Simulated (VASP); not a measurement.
The system is Y2SiO.

```
Y Si O
1.0
     3.72346    0.00000    0.00000
     0.00000    3.72346    0.00000
     0.00000    0.00000    5.50774
Y Si O
2 1 1
Direct
  0.00000 0.50000 0.26274
  0.50000 0.00000 0.73726
  0.00000 0.00000 0.00000
  0.50000 0.50000 0.50000
```

The cell was generated, and may not be a known phase.

```yaml
Program: VASP 6.6.1
Task: relaxation of cell and atoms
Functional: PBE
Potentials_or_basis: VASP PAW PBE potentials, release 64 (Y_sv, Si, O)
Cutoff: 600 eV
k_mesh: 6 × 6 × 4
Occupations: gaussian, width 0.1 eV
Spin: no spin polarisation
```

At the start: pressure 29.5 GPa; volume 19.09 Å³/atom.

Problem. How do energy, volume and symmetry change on relaxing?

Solution. Over 34 steps the energy falls by 1014.7 meV/atom and the volume is 20.75 Å³/atom (+8.7 %); space group P-4m2 (No. 115, to 0.1 Å) before and after.

The path:
| step | energy change (eV) | largest force (eV/Å) | pressure (GPa) | volume (Å³) |
| --- | --- | --- | --- | --- |
| 1 | 0.0000 | 5.1472 | 29.46 | 76.36 |
| 2 | -1.9050 | 0.4125 | -10.41 | 122.08 |
| 3 | -2.6351 | 1.3484 | -2.88 | 102.46 |
| 4 | -2.6366 | 1.4052 | -2.43 | 101.72 |
| 5 | -2.6359 | 1.4492 | -2.08 | 101.16 |
| 6 | -2.8392 | 0.9618 | -0.49 | 97.84 |
| 7 | -2.9317 | 0.0818 | 2.78 | 93.28 |
| 8 | -2.9340 | 0.2220 | 2.23 | 93.92 |
| 9 | -2.9994 | 0.1041 | -0.62 | 97.44 |
| 10 | -3.0027 | 0.1823 | -1.38 | 98.46 |
| 11 | -3.0778 | 0.1381 | -1.66 | 98.06 |
| 12 | -3.2643 | 0.0629 | -2.48 | 96.65 |
| 13 | -3.7036 | 0.6966 | -4.32 | 91.28 |
| 14 | -3.6918 | 0.8320 | -4.82 | 87.79 |
| 15 | -3.7177 | 0.7604 | -4.45 | 90.59 |
| 16 | -3.7591 | 0.7772 | -4.10 | 89.14 |
| 17 | -3.7935 | 0.7934 | -3.24 | 86.34 |
| 18 | -3.8417 | 0.7708 | -1.91 | 85.13 |
| 19 | -3.8967 | 0.6996 | 1.51 | 82.39 |
| 20 | -3.8977 | 0.6853 | 2.16 | 81.91 |
| 21 | -3.9253 | 0.5999 | 1.78 | 82.34 |
| 22 | -3.9786 | 0.3597 | 0.74 | 83.62 |
| 23 | -3.9574 | 0.0359 | -0.86 | 86.17 |
| 24 | -3.9907 | 0.1980 | 0.09 | 84.56 |
| 25 | -4.0046 | 0.2056 | -0.55 | 84.82 |
| 26 | -4.0180 | 0.2145 | -1.87 | 85.37 |
| 27 | -4.0268 | 0.2109 | -1.49 | 84.83 |
| 28 | -4.0429 | 0.1905 | -0.28 | 83.22 |
| 29 | -4.0446 | 0.1768 | 0.34 | 82.46 |
| 30 | -4.0475 | 0.1557 | 0.38 | 82.45 |
| 31 | -4.0540 | 0.0962 | 0.51 | 82.43 |
| 32 | -4.0570 | 0.0075 | 0.81 | 82.38 |
| 33 | -4.0585 | 0.0230 | -0.30 | 83.27 |
| 34 | -4.0588 | 0.0185 | 0.03 | 83.00 |

Final structure:
```
CELL_PARAMETERS angstrom
4.62847 0.00000 0.00000
0.00000 4.62847 0.00000
0.00000 0.00000 3.87441
ATOMIC_POSITIONS crystal
Y 0.00000 0.50000 0.45696
Y 0.50000 0.00000 0.54304
Si 0.00000 0.00000 0.00000
O 0.50000 0.50000 0.50000
```

Caveat: a cell axis changed by over 15 % at a fixed basis, so the end point is rough.
